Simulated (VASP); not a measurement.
# CaO (R-3m) in VASP: single point with r2SCAN

Aim: the single point of CaO with r2SCAN.

Program: VASP 6.6.1. These are calculated values, not measurements. Logs are shortened: lines on timing, memory, paths and dates and some standing lists are left out, and cuts for length are marked.

### Step 1. The cell of the first run

The structure is trigonal, space group R-3m (No. 166). The conventional cell has a = 3.391 Å, b = 3.391 Å, c = 8.136 Å, α = 90.00°, β = 90.00°, γ = 120.00°. Ca (site symmetry -3m) has 6 O at 2.38 Å within 3.1 Å. O (site symmetry -3m) has 6 Ca at 2.38 Å within 3.1 Å.

### Step 2. Single point, r2SCAN (strain along [111] -2.0%)

File POSCAR:

```
CaO
1.0
   -0.0326066816      2.3649434329      2.3649434329
    2.3649434329     -0.0326066816      2.3649434329
    2.3649434329      2.3649434329     -0.0326066816
Ca O
1 1
Direct
    0.0000000000      0.0000000000      0.0000000000
    0.5000000000      0.5000000000      0.5000000000
```

File INCAR.step1:

```
SYSTEM = CaO
PREC     = Accurate       ! precision mode
ENCUT    = 910            ! plane-wave cutoff, eV
ISMEAR   = 0              ! smearing method
SIGMA    = 0.01           ! smearing width, eV
LREAL    = .False.        ! projectors in reciprocal space
LASPH    = .True.         ! aspherical terms in the spheres
NELM     = 120            ! most SCF steps
NBANDS   = 15             ! bands
GGA      = PE             ! functional
ALGO     = Normal         ! electronic algorithm
EDIFF    = 1E-5           ! SCF threshold, eV
LWAVE    = .True.         ! write WAVECAR
LCHARG   = .False.        ! write CHGCAR
GGA_COMPAT= .False.
```

File INCAR.step2:

```
SYSTEM = CaO
PREC     = Accurate       ! precision mode
ENCUT    = 910            ! plane-wave cutoff, eV
EDIFF    = 1E-6           ! SCF threshold, eV
ISMEAR   = 0              ! smearing method
SIGMA    = 0.01           ! smearing width, eV
LREAL    = .False.        ! projectors in reciprocal space
LASPH    = .True.         ! aspherical terms in the spheres
NELM     = 120            ! most SCF steps
ALGO     = Normal         ! electronic algorithm
ISIF     = 2              ! what is computed and relaxed
LWAVE    = .False.        ! write WAVECAR
LCHARG   = .True.         ! write CHGCAR
METAGGA  = R2SCAN         ! meta-GGA
LMIXTAU  = .True.       
LELF     = .True.         ! ELF
LVHAR    = .True.       
NBANDS   = 15             ! bands
ISTART   = 1            
GGA_COMPAT= .False.
```

File KPOINTS:

```
regular mesh
0
Gamma
  10 10 10
  0 0 0
```

Potentials or basis: VASP PAW PBE potentials, release 64 (Ca_sv, O_h).

Started as:

```bash
$ cat potpaw_PBE.64/Ca_sv/POTCAR potpaw_PBE.64/O_h/POTCAR > POTCAR
$ cp INCAR.step1 INCAR
$ mpirun -np 1 vasp_std > vasp.out
$ cp INCAR.step2 INCAR
$ mpirun -np 1 vasp_std > vasp.out
```

OUTCAR:

```text
SYSTEM = CaO
   PREC = Accurate
   ENCUT = 910
   EDIFF = 1E-6
   ISMEAR = 0
   LREAL = .False.
   LASPH = .True.
   NELM = 120
   ISIF = 2
   METAGGA = R2SCAN
   ISTART = 1

 ion  position               nearest neighbor table
   1  0.000  0.000  0.000-
   2  0.500  0.500  0.500-

  LATTYP: Found a trigonal (rhomboedric) cell.
 ALAT       =     3.3446940185
 COS(alpha) =     0.4861662808

  Lattice vectors:

 A1 = (  -0.0326066816,   2.3649434329,   2.3649434329)
 A2 = (   2.3649434329,  -0.0326066816,   2.3649434329)
 A3 = (   2.3649434329,   2.3649434329,  -0.0326066816)

Analysis of symmetry for initial positions (statically):
=====================================================================
 Subroutine PRICEL returns:
 Original cell was already a primitive cell.

 Routine SETGRP: Setting up the symmetry group for a
 trigonal (rhombohedral) supercell.

 Subroutine GETGRP returns: Found 12 space group operations
 (whereof 12 operations were pure point group operations)
 out of a pool of 12 trial point group operations.

The static configuration has the point symmetry D_3d.

Analysis of symmetry for dynamics (positions and initial velocities):
=====================================================================
 Subroutine PRICEL returns:
 Original cell was already a primitive cell.

 Routine SETGRP: Setting up the symmetry group for a
 trigonal (rhombohedral) supercell.

 Subroutine GETGRP returns: Found 12 space group operations
 (whereof 12 operations were pure point group operations)
 out of a pool of 12 trial point group operations.

The dynamic configuration has the point symmetry D_3d.

 Subroutine INISYM returns: Found 12 space group operations
 (whereof 12 operations are pure point group operations),
 and found     1 'primitive' translations

----------------------------------------------------------------------------------------

                                     Primitive cell

  volume of cell :      27.0011

  direct lattice vectors                    reciprocal lattice vectors
    -0.032606682  2.364943433  2.364943433    -0.207098568  0.209993861  0.209993861
     2.364943433 -0.032606682  2.364943433     0.209993861 -0.207098568  0.209993861
     2.364943433  2.364943433 -0.032606682     0.209993861  0.209993861 -0.207098568

  length of vectors
     3.344694018  3.344694018  3.344694018     0.362056156  0.362056156  0.362056156

  position of ions in fractional coordinates (direct lattice)
     0.000000000  0.000000000  0.000000000
     0.500000000  0.500000000  0.500000000

  ion indices of the primitive-cell ions
   primitive index   ion index
                 1           1
                 2           2

----------------------------------------------------------------------------------------

 KPOINTS: regular mesh

Automatic generation of k-mesh.
 Grid dimensions read from file:
 generate k-points for:   10   10   10

 Generating k-lattice:

  Cartesian coordinates                     Fractional coordinates (reciprocal lattice)
    -0.020709857  0.020999386  0.020999386     0.100000000  0.000000000  0.000000000
     0.020999386 -0.020709857  0.020999386     0.000000000  0.100000000  0.000000000
     0.020999386  0.020999386 -0.020709857     0.000000000  0.000000000  0.100000000

  Length of vectors
     0.036205616  0.036205616  0.036205616

  Shift w.r.t. Gamma in fractional coordinates (k-lattice)
     0.000000000  0.000000000  0.000000000

 Subroutine IBZKPT returns following result:
 ===========================================

 Found    116 irreducible k-points:

 Following reciprocal coordinates:
            Coordinates               Weight
  0.000000  0.000000  0.000000      1.000000
  0.100000  0.000000  0.000000      6.000000
  0.200000  0.000000  0.000000      6.000000
  0.300000  0.000000  0.000000      6.000000
  0.400000  0.000000  0.000000      6.000000
  0.500000  0.000000  0.000000      3.000000
[... 16 lines left out ...]
  0.300000  0.300000 -0.000000      6.000000
  0.400000  0.300000  0.000000     12.000000
 [... further k-points ...]
   k-points           NKPTS =    116   k-points in BZ     NKDIM =    116   number of bands    NBANDS=     15
   number of dos      NEDOS =    301   number of ions     NIONS =      2
   total plane-waves  NPLWV =  46656
   dimension x,y,z NGX =    36 NGY =   36 NGZ =   36
   dimension x,y,z NGXF=    72 NGYF=   72 NGZF=   72
   ions per type =               1   1
   NGX,Y,Z   is equivalent  to a cutoff of  17.89, 17.89, 17.89 a.u.
   NGXF,Y,Z  is equivalent  to a cutoff of  35.79, 35.79, 35.79 a.u.
 SYSTEM =  CaO
   PREC   = accura    normal or accurate (medium, high low for compatibility)
   ISTART =      1    job   : 0-new  1-cont  2-samecut
   ICHARG =      0    charge: 1-file 2-atom 10-const
   ISPIN  =      1    spin polarized calculation?
   LNONCOLLINEAR =      F non collinear calculations
   LSORBIT =      F    spin-orbit coupling
   LASPH  =      T    aspherical Exc in radial PAW
   ENCUT  =  910.0 eV  66.88 Ry    8.18 a.u.   8.23  8.23  8.23*2*pi/ulx,y,z
   NELM   =    120;   NELMIN=  2; NELMDL=  0     # of ELM steps
   EDIFF  = 0.1E-05   stopping-criterion for ELM
   LREAL  =      F    real-space projection
   EDIFFG = 0.1E-04   stopping-criterion for IOM
   NSW    =      0    number of steps for IOM
   IBRION =     -1    ionic relax: 0-MD 1-quasi-New 2-CG
   NFREE  =      0    steps in history (QN), initial steepest desc. (CG)
   ISIF   =      2    stress and relaxation
   ISYM   =      2    0-nonsym 1-usesym 2-fastsym
   POTIM  = 0.5000    time-step for ionic-motion
   TEBEG  =    0.0;   TEEND  =   0.0 temperature during run
   PSTRESS=    0.0 pullay stress
   NELECT =      16.0000    total number of electrons
   NUPDOWN=      -1.0000    fix difference up-down
   EMIN   =  10.00;   EMAX   =-10.00  energy-range for DOS
   EFERMI =   0.00;   METHOD = LEGACY
   ISMEAR =     0;   SIGMA  =   0.01  broadening in eV -4-tet -1-fermi 0-gaus
   EFERMI_NEDOS =   21; number of points for ismear=-14 and -15
   IALGO  =     38    algorithm
   IMIX   =      4    mixing-type and parameters
     AMIX     =   0.40;   BMIX     =  1.00
     AMIX_MAG =   1.60;   BMIX_MAG =  1.00
  volume/ion in A,a.u.               =      13.50        91.11
  Fermi-wavevector in a.u.,A,eV,Ry     =   1.375058  2.598482 25.725668  1.890783
  Thomas-Fermi vector in A             =   2.500428
   LORBIT       =      0    0 simple, 1 ext, 2 COOP (PROOUT), +10 PAW based schemes
   METAGGA = R2SCAN    functional components
   LHFCALC =     F    Hartree Fock is set to
   AEXX    =    0.0000 exact exchange contribution
   IVDW    =     0    specifies the selected vdW correction
   LEPSILON=     F    determine dielectric tensor
   LRPA    =     F    only Hartree local field effects (RPA)
 non-spin polarized calculation
 Gauss-broadening in eV      SIGMA  =   0.01
  energy-cutoff  :      910.00
  volume of cell :       27.00
 maximum number of plane-waves:      1705
 NGX is ok and might be reduce to    36
   NGX = 17   NGY = 17   NGZ = 17

 number of electron      16.0000000 magnetization

 Free energy of the ion-electron system (eV)
  ---------------------------------------------------
  ext. energy  EPLUGINS =         0.00000000
  ---------------------------------------------------
  free energy    TOTEN  =       -19.45125777 eV

  energy without entropy =      -19.45125777  energy(sigma->0) =      -19.45125777

 E-fermi :   2.5945     XC(G=0): -11.2246

 val. band max:        2.5028150838   @ k =   0.0000   0.0000   0.0000
 cond. band min:       6.6384146895   @ k =   0.5000   0.5000   0.0000
 fundamental gap:      4.1355996057
 Fermi energy:         2.5945379898

 k-point     1 :       0.0000    0.0000    0.0000
  band No.  band energies     occupation
      1     -36.4865      2.00000
      2     -16.3578      2.00000
      3     -16.3578      2.00000
      4     -16.3561      2.00000
      5     -14.0726      2.00000
      6       2.4349      2.00000
      7       2.4349      2.00000
      8       2.5028      2.00000
      9       8.1125      0.00000
     10       9.3036      0.00000
     11       9.3036      0.00000
     12       9.5358      0.00000
     13      11.0293      0.00000
     14      11.0293      0.00000
     15      18.4176      0.00000

 k-point     2 :       0.1000    0.0000    0.0000
  band No.  band energies     occupation
      1     -36.4758      2.00000
      2     -16.5457      2.00000
      3     -16.3621      2.00000
      4     -16.3620      2.00000
      5     -13.8790      2.00000
      6       2.0918      2.00000
      7       2.2904      2.00000
      8       2.3568      2.00000
      9       8.5669      0.00000
     10       9.2947      0.00000
     11       9.4824      0.00000
     12       9.6965      0.00000
     13      11.2819      0.00000
     14      11.2831      0.00000
     15      18.8383      0.00000

 k-point     3 :       0.2000    0.0000    0.0000
  band No.  band energies     occupation
      1     -36.4479      2.00000
      2     -16.9437      2.00000
      3     -16.3768      2.00000
      4     -16.3732      2.00000
      5     -13.4659      2.00000
      6       1.3241      2.00000
      7       1.9424      2.00000
      8       2.0202      2.00000
      9       9.3121      0.00000
     10       9.6515      0.00000
     11       9.9750      0.00000
     12      10.1936      0.00000
     13      11.9394      0.00000
     14      11.9440      0.00000
     15      19.4962      0.00000

 k-point     4 :       0.3000    0.0000    0.0000
  band No.  band energies     occupation
      1     -36.4130      2.00000
      2     -17.3352      2.00000
      3     -16.3949      2.00000
      4     -16.3868      2.00000
      5     -13.0535      2.00000
      6       0.5401      2.00000
      7       1.5594      2.00000
      8       1.6501      2.00000
      9       9.5756      0.00000
     10      10.6510      0.00000
     11      10.7435      0.00000
     12      10.9576      0.00000
     13      12.7768      0.00000
     14      12.7855      0.00000
     15      19.1443      0.00000
[... 307 lines left out ...]
 k-point    22 :      -0.2000    0.2000    0.0000
  band No.  band energies     occupation
      1     -36.4018      2.00000
      2     -17.2595      2.00000
      3     -16.5523      2.00000
      4     -16.3813      2.00000
      5     -13.0840      2.00000
      6       0.5395      2.00000
      7       1.4696      2.00000
      8       1.8337      2.00000
      9       9.3339      0.00000
     10      10.4472      0.00000
     11      10.6258      0.00000
     12      11.3770      0.00000
     13      13.0960      0.00000
     14      13.3211      0.00000
     15      19.5375      0.00000

 k-point    23 :       0.3000    0.3000   -0.0000
  band No.  band energies     occupation
      1     -36.3884      2.00000
      2     -17.0586      2.00000
      3     -16.5246      2.00000
      4     -16.5152      2.00000
      5     -13.4619      2.00000
      6       0.6960      2.00000
      7       2.0882      2.00000
      8       2.1481      2.00000
      9       7.3785      0.00000
     10      10.4888      0.00000
     11      11.7856      0.00000
     12      11.8507      0.00000
     13      11.8990      0.00000
     14      13.9440      0.00000
     15      21.2474      0.00000

 k-point    24 :       0.4000    0.3000    0.0000
  band No.  band energies     occupation
      1     -36.3663      2.00000
      2     -17.1190      2.00000
      3     -16.5790      2.00000
      4     -16.5383      2.00000
      5     -13.4786      2.00000
      6       0.7689      2.00000
      7       1.8803      2.00000
      8       2.0364      2.00000
      9       7.3342      0.00000
     10      11.0556      0.00000
     11      12.1217      0.00000
     12      12.1709      0.00000
     13      12.3533      0.00000
     14      14.3597      0.00000
     15      19.4937      0.00000

 [... further k-points ...]

------------------------ aborting loop because EDIFF is reached ----------------------------------------

  FORCE on cell =-STRESS in cart. coord.  units (eV):
  Direction    XX          YY          ZZ          XY          YZ          ZX
  --------------------------------------------------------------------------------------
  -------------------------------------------------------------------------------------
  Total        0.5844469      0.5844469      0.5844469      0.1751055      0.1751055      0.1751055
  in kB       34.6795750     34.6795750     34.6795750     10.3903126     10.3903126     10.3903126
  external PRESSURE =      34.6795750 kB  Pullay stress =       0.0000000 kB

 VOLUME and BASIS-vectors are now :
 -----------------------------------------------------------------------------
  energy-cutoff  :      910.00
  volume of cell :       27.00
      direct lattice vectors                 reciprocal lattice vectors
    -0.032606682  2.364943433  2.364943433    -0.207098568  0.209993861  0.209993861
     2.364943433 -0.032606682  2.364943433     0.209993861 -0.207098568  0.209993861
     2.364943433  2.364943433 -0.032606682     0.209993861  0.209993861 -0.207098568

 POSITION                                       TOTAL-FORCE (eV/Angst)
 -----------------------------------------------------------------------------------
      0.00000      0.00000      0.00000        -0.000000      0.000000     -0.000000
      2.34864      2.34864      2.34864         0.000000      0.000000      0.000000
 -----------------------------------------------------------------------------------
    total drift:                                0.000000      0.000000      0.000000

  FREE ENERGIE OF THE ION-ELECTRON SYSTEM (eV)
  ---------------------------------------------------
  free  energy   TOTEN  =       -19.4512577704 eV

  energy  without entropy=      -19.4512577704  energy(sigma->0) =      -19.45125777
```

Run time: 11 min. Hardware: 1 thread of AMD EPYC 7R43 (Zen 3), shared host; peak memory 0.26 GiB.

What came out:

```yaml
Free_energy: -19.4513 eV
Pressure: 3.5 GPa
Band_gap_on_the_k_mesh: 4.14 eV (least direct gap 4.52 eV)
```

Stress tensor (GPa, compression positive):
```
3.47 1.04 1.04
1.04 3.47 1.04
1.04 1.04 3.47
```

Caveat: the cell differs from its parent crystal (strain along [111] -2.0%); the cutoff is under 1.25 times the usual one of these potentials, so pressure, stress and relaxed cells hold a basis-set (Pulay) error; the cell stands under pressure; the PAW data sets were made with another functional, which shifts forces and pressure a little. A k mesh can miss the band edges.
